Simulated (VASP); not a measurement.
A run of VASP 6.6.1 is set up as follows.

INCAR

```
PREC = Accurate
ENCUT = 520
EDIFF = 1E-6
ISMEAR = -1
SIGMA = 0.05
LREAL = F
LASPH = T
NELM = 150
ALGO = Normal
ISIF = 2
LWAVE = F
LCHARG = T
LMAXMIX = 4
LDAU = T
LDAUTYPE = 2
LDAUL = 2 -1
LDAUU = 5 0
LDAUJ = 0 0
LDAUPRINT = 1
LELF = T
LVHAR = T
NBANDS = 24
```

KPOINTS

```
Automatic mesh
0
Gamma
  8 8 6
```

Contents of POSCAR:

```
TaN
1.0
    4.1529675195      0.0000000000      0.0000000000
    0.0000000000      4.1529675195      0.0000000000
    0.0000000000      0.0000000000      3.0555312634
Ta N
2 2
Direct
    0.0000000000      0.0000000000      0.0000000000
    0.5000000000      0.5000000000      0.0000000000
    0.5000000000      0.0000000000     -0.0000026433
    0.0000000000      0.5000000000      1.0000026433
```

Potentials or basis: VASP PAW LDA potentials, release 64 (Ta_pv, N).

The run is started by

```sh
$ cat potpaw_LDA.64/Ta_pv/POTCAR potpaw_LDA.64/N/POTCAR > POTCAR
$ mpirun -np 1 vasp_std > vasp.out
```

(1) Predict the band gap on the k mesh.

(2) Predict the pressure.

## Answers

(1) zero (band 16 reaches 8.34 eV, above the bottom of band 17 at 4.03 eV).

(2) 7.9 GPa.

Caveat: spin-orbit coupling is left out, which moves the levels of the heavy elements; U without spin polarisation on a metal has little footing.
